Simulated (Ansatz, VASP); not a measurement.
**Two plane-wave programs on TePb**

```
CELL_PARAMETERS angstrom
0.00000 3.26784 3.26784
3.26784 0.00000 3.26784
3.26784 3.26784 0.00000
ATOMIC_POSITIONS crystal
Pb 0.00000 0.00000 0.00000
Te 0.50000 0.50000 0.50000
```

Alike in both runs: task single point; functional HSE06; k mesh 4 × 4 × 4; occupations gaussian, width 0.05 eV; no spin polarisation.

|  | VASP | Ansatz |
| --- | --- | --- |
| version | VASP 6.6.1 | Ansatz 0.2.0 |
| potentials or method | VASP PAW PBE potentials, release 64 (Pb_d, Te) | plane waves |
| plane-wave cutoff (eV) | 520 | 420 |
| valence electrons in the cell | 20 | 30 |

|  | VASP | Ansatz | Ansatz less VASP |
| --- | --- | --- | --- |
| gap on the k mesh at the Fermi level (eV) | 1.17 | 1.20 | +0.036 |
| pressure (GPa) | -0.5 | -0.3 | +0.19 |

VASP's potentials hold 20 valence electrons a cell and Ansatz's 30, so a difference there can come from the potentials and not from the codes. Ansatz's warnings: stress exchange threshold loose, stress scf threshold loose.

Neither program's run includes spin-orbit coupling.
